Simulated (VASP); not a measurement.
Wanted: the native input for a VASP 6.6.1 run.

| Quantity | Value |
| --- | --- |
| Task | single point |
| Functional | PBEsol |
| Potentials or basis | VASP PAW PBE potentials, release 64 (Zr_sv, B) |
| Cutoff | 520 eV |
| k mesh | 10 × 10 × 8 |
| Occupations | fermi-dirac, width 0.05 eV |
| Spin | no spin polarisation |
| Hubbard terms | Zr d U = 8.0 eV |
| Dipole correction | no |
| Further INCAR settings | ALGO = Normal; EDIFF = 1e-06; NBANDS = 16 |

The structure of ZrB2 lies in POSCAR:

```
ZrB2
1.0
    3.1700000000      0.0000000000      0.0000000000
   -1.5850000000      2.7453005300      0.0000000000
    0.0000000000      0.0000000000      3.5330000000
Zr B
1 2
Direct
    0.0000000000      0.0000000000      0.0000000000
    0.6666666667      0.3333333333      0.5000000000
    0.3333333333      0.6666666667      0.5000000000
```

The input as run:

INCAR

```
SYSTEM = ZrB2
ALGO     = Normal         ! electronic algorithm
EDIFF    = 1E-6           ! SCF threshold, eV
ENCUT    = 520            ! plane-wave cutoff, eV
GGA      = PS             ! functional
ISIF     = 2              ! what is computed and relaxed
ISMEAR   = -1             ! smearing method
LASPH    = .TRUE.         ! aspherical terms in the spheres
LCHARG   = .FALSE.        ! write CHGCAR
LDAU     = .TRUE.         ! DFT+U
LDAUJ    = 0 0          
LDAUL    = 2 -1           ! shell
LDAUPRINT= 1            
LDAUTYPE = 2            
LDAUU    = 8 0            ! U, eV
LMAXMIX  = 4              ! l up to which the mixer works
LREAL    = .FALSE.        ! projectors in reciprocal space
LWAVE    = .FALSE.        ! write WAVECAR
NBANDS   = 16             ! bands
NELM     = 150            ! most SCF steps
PREC     = Accurate       ! precision mode
SIGMA    = 0.05           ! smearing width, eV
```

KPOINTS

```
k-points
0
G
  10 10 8
  0 0 0
```

Potentials or basis: VASP PAW PBE potentials, release 64 (Zr_sv, B).

Launch:

```bash
$ cat potpaw_PBE.64/Zr_sv/POTCAR potpaw_PBE.64/B/POTCAR > POTCAR
$ mpirun -np 1 vasp_std > vasp.out
```

Results of the run:

The pressure is 15.6 GPa and the band gap on the k mesh is zero (band 9 reaches 12.31 eV, above the bottom of band 10 at 11.26 eV).

Caveat: the PAW data sets were made with another functional, which shifts forces and pressure a little; U without spin polarisation on a metal has little footing; the U is typed as a test and isn't derived for this compound.

It took 16 s on 1 thread of AMD EPYC 9R45 96-Core Processor (Zen 5), on a shared host, peak memory 0.13 GiB.
